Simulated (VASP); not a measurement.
The system is MgCdO.

```
Mg Cd O
1.0
     3.77915    0.00000    0.00000
    -1.88957    3.27284    0.00000
     0.00000    0.00000    3.70049
Mg Cd O
1 1 1
Direct
  0.00000 0.00000 0.50000
  0.33333 0.66667 0.00000
  0.66667 0.33333 0.00000
```

* Program: VASP 6.6.1
* Task: relaxation of cell and atoms
* Functional: PBE
* Potentials or basis: VASP PAW PBE potentials, release 64 (Mg, Cd, O)
* Cutoff: 600 eV
* k mesh: 6 × 6 × 6
* Occupations: gaussian, width 0.1 eV
* Spin: no spin polarisation

At the start: pressure 11.3 GPa; volume 15.26 Å³/atom.

Task: How do energy, volume and symmetry change on relaxing?

Result: Over 3 steps the energy falls by 61.2 meV/atom and the volume is 17.03 Å³/atom (+11.6 %); space group P-6m2 (No. 187, to 0.05 Å).

Step by step:
```
step  energy change (eV)  largest force (eV/Å)  pressure (GPa)  volume (Å³)
   1              0.0000                0.0000           11.28        45.77
   2             -0.1621                0.0000           -2.75        53.24
   3             -0.1835                0.0000            0.09        51.09
```

Final structure:
```
Mg Cd O
1.0
     3.94988    0.00000    0.00000
    -1.97494    3.42070    0.00000
     0.00000    0.00000    3.78120
Mg Cd O
1 1 1
Cartesian
  0.0000 0.0000 1.8906
  0.0000 2.2805 0.0000
  1.9749 1.1402 0.0000
```
